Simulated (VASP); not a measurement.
Set up this calculation in VASP 6.6.1, as the native input.

```
Task                   : single point
Functional             : LDA
Potentials or basis    : VASP PAW LDA potentials, release 64 (Hg, Pt)
Cutoff                 : 520 eV
k mesh                 : 12 × 12 × 12
Occupations            : gaussian, width 0.15 eV
Spin                   : no spin polarisation
Dipole correction      : no
Further INCAR settings : ALGO = Fast; EDIFF = 1e-07; NBANDS = 29
```

The structure of HgPt3 lies in POSCAR:

```
HgPt3
1.0
    3.9726881452      0.0000000000      0.0000000000
    0.0000000000      4.0720053488      0.0000000000
    0.0000000000      0.0000000000      3.9726881452
Hg Pt
1 3
Direct
    0.0000000000      0.0000000000      0.0000000000
    0.0000000000      0.5000000000      0.5000000000
    0.5000000000      0.5000000000      0.0000000000
    0.5000000000      0.0000000000      0.5000000000
```

This cell differs from its parent crystal: strain +0.0250 x Voigt [0, 1, 0, 0, 0, 0].

The input as run:

INCAR

```
PREC = Accurate ; ENCUT = 520
EDIFF = 1E-7 ; ISMEAR = 0
SIGMA = 0.15 ; LREAL = False
LASPH = True ; NELM = 60
ALGO = Fast ; ISIF = 2
LWAVE = False ; LCHARG = False
NBANDS = 29
```

KPOINTS

```
Automatic mesh
0
Gamma
  12 12 12
```

Potentials or basis: VASP PAW LDA potentials, release 64 (Hg, Pt).

The run is started by

```console
$ cat potpaw_LDA.64/Hg/POTCAR potpaw_LDA.64/Pt/POTCAR > POTCAR
$ mpirun -np 1 vasp_std > vasp.out
```

It gave:

The pressure is -4.0 GPa and the band gap on the k mesh is zero (bands 21 and 22 overlap by 1.15 eV).

Caveat: the cell differs from its parent crystal (strain +0.0250 x Voigt [0, 1, 0, 0, 0, 0]); the cell stands under tension; spin-orbit coupling is left out, which moves the levels of the heavy elements.

Wall time 2.2 min on 1 thread of Intel(R) Xeon(R) 6975P-C (Granite Rapids), with other jobs on the host, peak memory 0.39 GiB.
